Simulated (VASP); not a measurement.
Ge3N4:

```
CELL_PARAMETERS angstrom
8.04393 0.00000 0.00000
-4.02196 6.96624 0.00000
0.00000 0.00000 3.08006
ATOMIC_POSITIONS crystal
Ge 0.23494 0.82864 0.75000
Ge 0.40630 0.23494 0.25000
Ge 0.82864 0.59370 0.25000
Ge 0.17136 0.40630 0.75000
Ge 0.59370 0.76506 0.75000
Ge 0.76506 0.17136 0.25000
N 0.33333 0.66667 0.75000
N 0.66667 0.33333 0.25000
N 0.97221 0.66939 0.75000
N 0.30282 0.97221 0.25000
N 0.66939 0.69718 0.25000
N 0.33061 0.30282 0.75000
N 0.02779 0.33061 0.25000
N 0.69718 0.02779 0.75000
```

Base run:

- Program: VASP 6.6.1
- Functional: r2SCAN
- Potentials or basis: VASP PAW PBE potentials, release 64 (Ge_d, N)
- Cutoff: 660 eV
- k mesh: 6 × 6 × 8
- Occupations: gaussian, width 0.01 eV
- Spin: no spin polarisation

Its results: band gap on the k mesh 2.64 eV; pressure 0.7 GPa; largest force 0.008 eV/Å.

Q: The run is repeated on the same cell with these changes: functional from r2SCAN to PBE; cutoff from 660 eV to 600 eV; occupations from gaussian, width 0.01 eV to fermi-dirac, width 0.02 eV. What comes out?

A: Band gap on the k mesh 2.20 eV; pressure 5.7 GPa; largest force 0.059 eV/Å.

Caveats: the PAW data sets were made with another functional, which shifts forces and pressure a little (at least some runs); the cell stands under pressure (at least some runs).

A k mesh can miss the band edges.
